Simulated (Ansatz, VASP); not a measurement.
One calculation of Hf3N4, two programs

```
CELL_PARAMETERS angstrom
-3.39073 3.39073 3.39073
3.39073 -3.39073 3.39073
3.39073 3.39073 -3.39073
ATOMIC_POSITIONS crystal
Hf 0.25000 0.62500 0.37500
Hf 0.37500 0.25000 0.62500
Hf 0.75000 0.87500 0.12500
Hf 0.12500 0.75000 0.87500
Hf 0.62500 0.37500 0.25000
Hf 0.87500 0.12500 0.75000
N 0.13418 0.13418 0.13418
N 0.86582 0.50000 0.00000
N 0.50000 0.00000 0.36582
N 0.00000 0.86582 0.50000
N 0.36582 0.50000 0.00000
N 0.63418 0.63418 0.63418
N 0.00000 0.36582 0.50000
N 0.50000 0.00000 0.86582
```

Alike in both runs: task relaxation of the atoms; functional PBEsol; k mesh 6 × 6 × 6; occupations gaussian, width 0.02 eV; no spin polarisation.

|  | VASP | Ansatz |
| --- | --- | --- |
| version | VASP 6.6.1 | Ansatz 0.2.0 |
| potentials or method | VASP PAW PBE potentials, release 64 (Hf_pv, N), cutoff 520 eV | scalar-relativistic, plane waves, PAW |
| valence electrons in the cell | 100 | 196 |

```csv
,VASP,Ansatz,Ansatz less VASP
"gap on the k mesh at the Fermi level, each at its own relaxed structure (eV)",0.96,0.95,-0.010
```

VASP's potentials were made for PBE, not for PBEsol. VASP's potentials hold 100 valence electrons a cell and Ansatz's 196, so a difference there can come from the potentials and not from the codes. Ansatz's warnings: stress scf threshold loose.

Neither program's run includes spin-orbit coupling.
